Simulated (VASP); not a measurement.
Runs of VASP 6.6.1 on Al3Cu. The structure is that of space group R-3m (No. 166), or close to it. The cells are those of the table. 

```tsv
cell	further INCAR settings	gap on the mesh (eV)	pressure (GPa)
a = 4.002 Å, angles 75.7°, 4 atoms	ALGO = Fast; EDIFF = 1e-06; NBANDS = 18	none	(a)
a = 4.369 Å, angles 60.0°, 4 atoms	ALGO = Fast; EDIFF = 1e-06; NBANDS = 18	none	(b)
a = 3.986 Å, angles 101.4°, 4 atoms	ALGO = Fast; EDIFF = 1e-06; NBANDS = 18	none	10.2
a = 3.914 Å, angles 95.9°, 4 atoms	ALGO = Fast; EDIFF = 1e-07; NBANDS = 18	none	2.6
a = 4.093 Å, angles 105.7°, 4 atoms	ALGO = Fast; EDIFF = 1e-06; NBANDS = 18	none	16.7
```

Alike in all rows: task single point; level PBEsol; potentials or basis VASP PAW PBE potentials, release 64 (Al, Cu); no spin polarisation; k mesh 14 × 14 × 14; cutoff (eV) 520; smearing gaussian 0.15 eV.

Task: Estimate the missing entries.

Result: (a) 11.5; (b) 63.9.

Caveats: the PAW data sets were made with another functional, which shifts forces and pressure a little; the cell stands under pressure (at least some runs).

A gap of «none» marks levels without a gap at the run's occupations.
